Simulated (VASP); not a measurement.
Runs of VASP 6.6.1 on PbF2. The structure is that of space group Fm-3m (No. 225), or close to it. The cells are those of the table. 

```tsv
cell	gap on the mesh (eV)	pressure (GPa)	largest force (eV/Å)
a = 4.137, b = 4.200, c = 4.200 Å, angles 61.0, 60.5, 60.5°, 3 atoms	4.21	-4.9	0.06
a = 4.216, b = 4.200, c = 4.200 Å, angles 59.8, 59.9, 59.9°, 3 atoms	4.22	-4.9	0.01
a = 4.247, b = 4.200, c = 4.200 Å, angles 59.3, 59.6, 59.6°, 3 atoms	4.22	-4.9	0.04
a = 4.279, b = 4.200, c = 4.200 Å, angles 58.8, 59.4, 59.4°, 3 atoms	(a)	-4.8	0.07
a = 4.310, b = 4.201, c = 4.201 Å, angles 58.3, 59.1, 59.1°, 3 atoms	(b)	-4.7	0.10
a = 4.232, b = 4.200, c = 4.200 Å, angles 59.5, 59.8, 59.8°, 3 atoms	4.22	-4.9	0.03
```

Alike in all rows: task single point; level LDA; potentials or basis VASP PAW LDA potentials, release 64 (Pb_d, F); no spin polarisation; k mesh 8 × 8 × 8; cutoff (eV) 520; smearing gaussian 0.05 eV.

**Question.** Estimate the missing entries.

**Answer.** (a) 4.20; (b) 4.18.

Caveats: the cell stands under tension; spin-orbit coupling is left out, which moves the levels of the heavy elements.

A k mesh can miss the band edges, and the runs leave out spin-orbit coupling on Pb.
